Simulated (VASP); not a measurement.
# CaMg7S8 in VASP: single point with PBEsol

Aim: the single point of CaMg7S8 with PBEsol.

Everything below comes from runs of VASP 6.6.1. Logs are shortened: lines on timing, memory, paths and dates and some standing lists are left out, and cuts for length are marked.

## Step 1: The cell of the first run

The typed cell holds 64 atoms: a = 10.503 Å, b = 10.503 Å, c = 10.503 Å, α = 90.00°, β = 90.00°, γ = 90.00°.

## Step 2: Single point, PBEsol

Input file INCAR:

```
SYSTEM = CaMg7S8
PREC = Accurate ; ENCUT = 520
EDIFF = 1E-6 ; ISMEAR = -1
SIGMA = 0.05 ; LREAL = Auto
LASPH = .True. ; NELM = 60
ALGO = Normal ; ISIF = 2
LWAVE = .False. ; LCHARG = .False.
GGA = PS ; NBANDS = 182
```

Input file KPOINTS:

```
Automatic mesh
0
Gamma
  1 1 1
  0.5 0.5 0.5
```

Input file POSCAR:

```
CaMg7S8
1.0
   10.5025377822      0.0000000000      0.0000000000
    0.0000000000     10.5025377822      0.0000000000
    0.0000000000      0.0000000000     10.5025377822
S Mg Ca
32 28 4
Direct
    0.2407620000      0.9977870000      0.0019270000
    0.2487380000      0.9895720000      0.4981950000
    0.2488970000      0.5003450000      0.0009780000
    0.2501630000      0.5084310000      0.4996630000
    0.7592080000      0.9991880000      0.0095280000
    0.7511090000      0.9978440000      0.4906260000
    0.7517040000      0.4993410000      0.0023790000
    0.7503260000      0.5004890000      0.4983480000
    0.9983410000      0.2505350000      0.9983110000
    0.9908000000      0.2491780000      0.5022350000
    0.9994770000      0.7477690000      0.9996540000
    0.9981520000      0.7489870000      0.5009520000
    0.5021970000      0.2583180000      0.9911810000
    0.5097080000      0.2502840000      0.5096740000
    0.5008140000      0.7398890000      0.9984810000
    0.5021810000      0.7478070000      0.5024000000
    0.0021450000      0.9978090000      0.2522870000
    0.0096900000      0.9991710000      0.7483670000
    0.0010290000      0.5005760000      0.2509430000
    0.0023580000      0.4993550000      0.7496480000
    0.4983070000      0.9900430000      0.2593980000
    0.4907810000      0.9980730000      0.7409060000
    0.4996870000      0.5084700000      0.2521040000
    0.4983210000      0.5005630000      0.7481780000
    0.2413110000      0.2491660000      0.2410770000
    0.2493950000      0.2505210000      0.7599790000
    0.2488070000      0.7490240000      0.2482030000
    0.2501850000      0.7478820000      0.7522440000
    0.7597540000      0.2505850000      0.2486620000
    0.7517700000      0.2587990000      0.7523870000
    0.7516130000      0.7480110000      0.2496150000
    0.7503510000      0.7399410000      0.7509220000
    0.0011210000      0.9987080000      0.0021340000
    0.0000730000      0.9969330000      0.4987210000
    0.0001840000      0.4995240000      0.0002930000
    0.9985800000      0.5011970000      0.5002910000
    0.5001330000      0.9946980000      0.5001430000
    0.5002920000      0.5004640000      0.9983760000
    0.5018740000      0.5026780000      0.5016780000
    0.2457430000      0.2514670000      0.9994150000
    0.2478940000      0.7471200000      0.0003270000
    0.2496880000      0.7488150000      0.5002090000
    0.7536450000      0.2531700000      0.0004040000
    0.7515890000      0.2516900000      0.5002530000
    0.7520810000      0.7453560000      0.0018310000
    0.7504840000      0.7472510000      0.4985270000
    0.2468410000      0.9951860000      0.2501940000
    0.2489000000      0.9966910000      0.7503630000
    0.2484170000      0.5030170000      0.2487610000
    0.2500240000      0.5011140000      0.7520670000
    0.7547260000      0.9969130000      0.2511870000
    0.7526140000      0.5012370000      0.2502640000
    0.7508050000      0.4995580000      0.7503810000
    0.9993920000      0.2496160000      0.2484800000
    0.0004310000      0.2514260000      0.7518890000
    0.0003240000      0.7488160000      0.2503130000
    0.0019320000      0.7471410000      0.7503160000
    0.5003660000      0.2536720000      0.7504400000
    0.5002240000      0.7478960000      0.2522310000
    0.4986350000      0.7457100000      0.7489240000
    0.4985680000      0.9974560000      0.0001710000
    0.2485460000      0.2492320000      0.5019410000
    0.7519430000      0.9991420000      0.7486680000
    0.5019470000      0.2509240000      0.2504130000
```

Potentials or basis: VASP PAW PBE potentials, release 64 (S, Mg, Ca_sv).

Command:

```
cat potpaw_PBE.64/S/POTCAR potpaw_PBE.64/Mg/POTCAR potpaw_PBE.64/Ca_sv/POTCAR > POTCAR
mpirun -np 1 vasp_std > vasp.out
```

OUTCAR:

```text
SYSTEM = CaMg7S8
   PREC = Accurate
   ENCUT = 520
   EDIFF = 1E-6
   ISMEAR = -1
   LREAL = Auto
   LASPH = .True.
   NELM = 60
   ISIF = 2
   GGA = PS

 ion  position               nearest neighbor table
   1  0.241  0.998  0.002-  33 2.52  47 2.61  41 2.63  48 2.64  40 2.66  61 2.71
   2  0.249  0.990  0.498-  42 2.53  47 2.61  34 2.61  37 2.64  48 2.65  62 2.73
   3  0.249  0.500  0.001-  41 2.59  49 2.60  35 2.61  40 2.61  50 2.61  38 2.64
   4  0.250  0.508  0.500-  42 2.52  49 2.64  36 2.64  39 2.64  50 2.65  62 2.72
   5  0.759  0.999  0.010-  51 2.54  33 2.54  45 2.67  43 2.67  61 2.74  63 2.74
   6  0.751  0.998  0.491-  51 2.52  34 2.62  46 2.63  37 2.64  44 2.67  63 2.71
[... 30 lines left out ...]
  37  0.500  0.995  0.500-  21 2.53  22 2.53  16 2.59   6 2.64   2 2.64  14 2.69
  38  0.500  0.500  0.998-  15 2.51  13 2.54  24 2.63   3 2.64   7 2.64  23 2.67
  39  0.502  0.503  0.502-  16 2.57  24 2.59   8 2.61  23 2.62   4 2.64  14 2.65  60 3.64
  40  0.246  0.251  0.999-  26 2.51  25 2.54   9 2.60   3 2.61   1 2.66  13 2.70
  41  0.248  0.747  0.000-   3 2.59  27 2.60  28 2.61  11 2.61   1 2.63  15 2.66
  42  0.250  0.749  0.500-   4 2.52   2 2.53  12 2.64  27 2.65  28 2.65  16 2.65
  43  0.754  0.253  0.000-   9 2.57   7 2.59  30 2.61  29 2.61  13 2.64   5 2.67
  44  0.752  0.252  0.500-  10 2.51  14 2.54   8 2.61  29 2.64  30 2.65   6 2.67
  45  0.752  0.745  0.002-   7 2.58  11 2.60  31 2.60  32 2.64  15 2.64   5 2.67
[... 12 lines left out ...]
  58  0.500  0.254  0.750-  13 2.53  14 2.53  24 2.59  26 2.64  30 2.64  22 2.69
  59  0.500  0.748  0.252-  23 2.51  21 2.54  16 2.63  31 2.64  27 2.64  15 2.67
  60  0.499  0.746  0.749-  24 2.57  16 2.59  28 2.61  15 2.62  32 2.64  22 2.65  39 3.64
  61  0.499  0.997  0.000-  15 2.71   1 2.71  21 2.72  22 2.72   5 2.74  13 2.74
  62  0.249  0.249  0.502-  10 2.71  26 2.71   4 2.72   2 2.73  25 2.74  14 2.74
  63  0.752  0.999  0.749-  18 2.71   6 2.71  32 2.72  30 2.73   5 2.74  22 2.74
  64  0.502  0.251  0.250-  23 2.71  29 2.71  13 2.72  14 2.72  25 2.74  21 2.74

  LATTYP: Found a simple cubic cell.
 ALAT       =    10.5025377822

  Lattice vectors:

 A1 = (  10.5025377822,   0.0000000000,   0.0000000000)
 A2 = (   0.0000000000,  10.5025377822,   0.0000000000)
 A3 = (   0.0000000000,   0.0000000000,  10.5025377822)

Analysis of symmetry for initial positions (statically):
=====================================================================
 Subroutine PRICEL returns:
 Original cell was already a primitive cell.

 Routine SETGRP: Setting up the symmetry group for a
 simple cubic supercell.

 Subroutine GETGRP returns: Found  1 space group operations
 (whereof  1 operations were pure point group operations)
 out of a pool of 48 trial point group operations.

The static configuration has the point symmetry C_1 .

Analysis of symmetry for dynamics (positions and initial velocities):
=====================================================================
 Subroutine PRICEL returns:
 Original cell was already a primitive cell.

 Routine SETGRP: Setting up the symmetry group for a
 simple cubic supercell.

 Subroutine GETGRP returns: Found  1 space group operations
 (whereof  1 operations were pure point group operations)
 out of a pool of 48 trial point group operations.

The dynamic configuration has the point symmetry C_1 .

 Subroutine INISYM returns: Found  1 space group operations
 (whereof  1 operations are pure point group operations),
 and found     1 'primitive' translations

----------------------------------------------------------------------------------------

                                     Primitive cell

  volume of cell :    1158.4646

  direct lattice vectors                    reciprocal lattice vectors
    10.502537782  0.000000000  0.000000000     0.095215082  0.000000000  0.000000000
     0.000000000 10.502537782  0.000000000     0.000000000  0.095215082  0.000000000
     0.000000000  0.000000000 10.502537782     0.000000000  0.000000000  0.095215082

  length of vectors
    10.502537782 10.502537782 10.502537782     0.095215082  0.095215082  0.095215082

  position of ions in fractional coordinates (direct lattice)
     0.240762000  0.997787000  0.001927000
     0.248738000  0.989572000  0.498195000
     0.248897000  0.500345000  0.000978000
     0.250163000  0.508431000  0.499663000
     0.759208000  0.999188000  0.009528000
     0.751109000  0.997844000  0.490626000
[... 56 lines left out ...]
     0.751943000  0.999142000  0.748668000
     0.501947000  0.250924000  0.250413000

  ion indices of the primitive-cell ions
   primitive index   ion index
                 1           1
                 2           2
                 3           3
                 4           4
                 5           5
                 6           6
[... 56 lines left out ...]
                63          63
                64          64

----------------------------------------------------------------------------------------

 KPOINTS: Automatic mesh

Automatic generation of k-mesh.
 Grid dimensions read from file:
 generate k-points for:    1    1    1

 Generating k-lattice:

  Cartesian coordinates                     Fractional coordinates (reciprocal lattice)
     0.095215082  0.000000000  0.000000000     1.000000000  0.000000000  0.000000000
     0.000000000  0.095215082  0.000000000     0.000000000  1.000000000  0.000000000
     0.000000000  0.000000000  0.095215082     0.000000000  0.000000000  1.000000000

  Length of vectors
     0.095215082  0.095215082  0.095215082

  Shift w.r.t. Gamma in fractional coordinates (k-lattice)
     0.500000000  0.500000000  0.500000000

 Subroutine IBZKPT returns following result:
 ===========================================

 Found      1 irreducible k-points:

 Following reciprocal coordinates:
            Coordinates               Weight
  0.500000  0.500000  0.500000      1.000000
   k-points           NKPTS =      1   k-points in BZ     NKDIM =      1   number of bands    NBANDS=    182
   number of dos      NEDOS =    301   number of ions     NIONS =     64
   total plane-waves  NPLWV = 512000
   dimension x,y,z NGX =    80 NGY =   80 NGZ =   80
   dimension x,y,z NGXF=   160 NGYF=  160 NGZF=  160
   ions per type =              32  28   4
   NGX,Y,Z   is equivalent  to a cutoff of  12.66, 12.66, 12.66 a.u.
   NGXF,Y,Z  is equivalent  to a cutoff of  25.33, 25.33, 25.33 a.u.
 SYSTEM =  CaMg7S8
   PREC   = accura    normal or accurate (medium, high low for compatibility)
   ISTART =      0    job   : 0-new  1-cont  2-samecut
   ICHARG =      2    charge: 1-file 2-atom 10-const
   ISPIN  =      1    spin polarized calculation?
   LNONCOLLINEAR =      F non collinear calculations
   LSORBIT =      F    spin-orbit coupling
   LASPH  =      T    aspherical Exc in radial PAW
   ENCUT  =  520.0 eV  38.22 Ry    6.18 a.u.  19.53 19.53 19.53*2*pi/ulx,y,z
   NELM   =     60;   NELMIN=  2; NELMDL= -5     # of ELM steps
   EDIFF  = 0.1E-05   stopping-criterion for ELM
   LREAL  =      T    real-space projection
   EDIFFG = 0.1E-04   stopping-criterion for IOM
   NSW    =      0    number of steps for IOM
   IBRION =     -1    ionic relax: 0-MD 1-quasi-New 2-CG
   NFREE  =      0    steps in history (QN), initial steepest desc. (CG)
   ISIF   =      2    stress and relaxation
   ISYM   =      2    0-nonsym 1-usesym 2-fastsym
   POTIM  = 0.5000    time-step for ionic-motion
   TEBEG  =    0.0;   TEEND  =   0.0 temperature during run
   PSTRESS=    0.0 pullay stress
   NELECT =     288.0000    total number of electrons
   NUPDOWN=      -1.0000    fix difference up-down
   EMIN   =  10.00;   EMAX   =-10.00  energy-range for DOS
   EFERMI =   0.00;   METHOD = LEGACY
   ISMEAR =    -1;   SIGMA  =   0.05  broadening in eV -4-tet -1-fermi 0-gaus
   EFERMI_NEDOS =   21; number of points for ismear=-14 and -15
   IALGO  =     38    algorithm
   IMIX   =      4    mixing-type and parameters
     AMIX     =   0.40;   BMIX     =  1.00
     AMIX_MAG =   1.60;   BMIX_MAG =  1.00
  volume/ion in A,a.u.               =      18.10       122.15
  Fermi-wavevector in a.u.,A,eV,Ry     =   1.029386  1.945257 14.417205  1.059635
  Thomas-Fermi vector in A             =   2.163430
   LORBIT       =      0    0 simple, 1 ext, 2 COOP (PROOUT), +10 PAW based schemes
   GGA     = PS    functional components
   LHFCALC =     F    Hartree Fock is set to
   AEXX    =    0.0000 exact exchange contribution
   IVDW    =     0    specifies the selected vdW correction
   LEPSILON=     F    determine dielectric tensor
   LRPA    =     F    only Hartree local field effects (RPA)
 non-spin polarized calculation
  energy-cutoff  :      520.00
  volume of cell :     1158.46
 maximum number of plane-waves:     31144
 NGX is ok and might be reduce to    80
   NGX = 39   NGY = 39   NGZ = 39

 number of electron     287.9999993 magnetization

 Free energy of the ion-electron system (eV)
  ---------------------------------------------------
  ext. energy  EPLUGINS =         0.00000000
  ---------------------------------------------------
  free energy    TOTEN  =      -295.53268741 eV

  energy without entropy =     -295.53268741  energy(sigma->0) =     -295.53268741

 E-fermi :   4.6948     XC(G=0):  -9.8281

 val. band max:        3.3372714752   @ k =   0.5000   0.5000   0.5000
 cond. band min:       7.3115788572   @ k =   0.5000   0.5000   0.5000
 fundamental gap:      3.9743073820
 Fermi energy:         4.6948408925

 k-point     1 :       0.5000    0.5000    0.5000
  band No.  band energies     occupation
      1     -35.2288      2.00000
      2     -35.2235      2.00000
      3     -35.2074      2.00000
      4     -35.2073      2.00000
      5     -16.4922      2.00000
      6     -16.4727      2.00000
[... 148 lines left out ...]
    155       7.8495      0.00000
    156       7.8616      0.00000
 [bands above 156 left out]

------------------------ aborting loop because EDIFF is reached ----------------------------------------

  FORCE on cell =-STRESS in cart. coord.  units (eV):
  Direction    XX          YY          ZZ          XY          YZ          ZX
  --------------------------------------------------------------------------------------
  -------------------------------------------------------------------------------------
  Total       -0.7328223     -0.5596250     -0.8545691      0.1237912      0.0428776      0.0700417
  in kB       -1.0135064     -0.7739715     -1.1818845      0.1712055      0.0593005      0.0968689
  external PRESSURE =      -0.9897874 kB  Pullay stress =       0.0000000 kB

 VOLUME and BASIS-vectors are now :
 -----------------------------------------------------------------------------
  energy-cutoff  :      520.00
  volume of cell :     1158.46
      direct lattice vectors                 reciprocal lattice vectors
    10.502537782  0.000000000  0.000000000     0.095215082  0.000000000  0.000000000
     0.000000000 10.502537782  0.000000000     0.000000000  0.095215082  0.000000000
     0.000000000  0.000000000 10.502537782     0.000000000  0.000000000  0.095215082

 POSITION                                       TOTAL-FORCE (eV/Angst)
 -----------------------------------------------------------------------------------
      2.52861     10.47930      0.02024        -0.022871      0.001215      0.000721
      2.61238     10.39302      5.23231        -0.001887     -0.019333     -0.001515
      2.61405      5.25489      0.01027         0.000969     -0.000350     -0.000027
      2.62735      5.33982      5.24773        -0.001128      0.023857      0.000452
      7.97361     10.49401      0.10007         0.021094      0.001651      0.020840
      7.88855     10.47989      5.15282         0.000279      0.001128     -0.022338
[... 56 lines left out ...]
      7.89731     10.49353      7.86291         0.001046      0.000856     -0.000463
      5.27172      2.63534      2.62997        -0.000165      0.000374      0.001208
 -----------------------------------------------------------------------------------
    total drift:                               -0.012634      0.001873     -0.009526

  FREE ENERGIE OF THE ION-ELECTRON SYSTEM (eV)
  ---------------------------------------------------
  free  energy   TOTEN  =      -295.5326874148 eV

  energy  without entropy=     -295.5326874147  energy(sigma->0) =     -295.53268741
```

Wall time 7.2 min (1 thread of Intel Xeon Platinum 8259CL at 2.50GHz (Skylake/Cascade Lake), shared host); peak memory 1 GiB.

What came out:

```yaml
Free_energy: -295.5327 eV
Pressure: -0.1 GPa
Largest_force: 0.031 eV/Å
Band_gap_on_the_k_mesh: 3.97 eV
```

Forces in eV/Å, atoms in the order of the input:
```
S   -0.023  0.001  0.001
S   -0.002 -0.019 -0.002
S    0.001  0.000  0.000
S   -0.001  0.024  0.000
S    0.021  0.002  0.021
S    0.000  0.001 -0.022
S    0.000 -0.001  0.002
S    0.000 -0.001  0.000
S   -0.002  0.000 -0.001
S   -0.022 -0.002  0.000
S   -0.001 -0.001  0.000
S   -0.002  0.000  0.002
S    0.000  0.021 -0.020
S    0.020 -0.002  0.021
S    0.002 -0.019  0.000
S    0.000  0.001  0.000
S    0.000  0.002  0.001
S    0.022  0.000  0.000
S    0.001 -0.001  0.000
S    0.002 -0.001 -0.001
S   -0.001 -0.021  0.022
S   -0.019  0.000 -0.020
S    0.000  0.023  0.001
S   -0.002  0.001 -0.001
S   -0.020 -0.002 -0.020
S    0.000 -0.001  0.020
S   -0.001 -0.001 -0.002
S    0.000 -0.001  0.001
S    0.020  0.000  0.000
S    0.000  0.021  0.002
S    0.001 -0.001 -0.001
S    0.000 -0.019  0.002
Mg   0.000  0.002 -0.001
Mg   0.000  0.000  0.000
Mg   0.000  0.000  0.001
Mg   0.000  0.001  0.000
Mg   0.000 -0.003  0.000
Mg   0.001  0.002  0.000
Mg   0.001  0.002  0.001
Mg  -0.001  0.002 -0.001
Mg  -0.001 -0.001  0.000
Mg   0.000  0.000  0.000
Mg   0.003  0.003  0.000
Mg   0.000  0.000 -0.001
Mg   0.002 -0.003  0.002
Mg   0.000  0.000 -0.001
Mg  -0.002 -0.002  0.000
Mg  -0.001 -0.001  0.000
Mg  -0.001  0.002 -0.001
Mg   0.000  0.001 -0.001
Mg   0.003 -0.003  0.002
Mg   0.000  0.001  0.000
Mg   0.001  0.001  0.001
Mg  -0.001  0.001  0.000
Mg   0.000  0.000 -0.001
Mg   0.000  0.000  0.000
Mg   0.001  0.000  0.000
Mg   0.000  0.001  0.000
Mg  -0.001  0.000  0.000
Mg  -0.002 -0.003 -0.002
Ca  -0.001 -0.002 -0.001
Ca   0.000 -0.001  0.000
Ca   0.001  0.001  0.000
Ca   0.000  0.000  0.001
```

Caveat: the k points lie up to 0.60 Å⁻¹ apart; the PAW data sets were made with another functional, which shifts forces and pressure a little; a shifted mesh leaves out Γ, where band edges can lie.
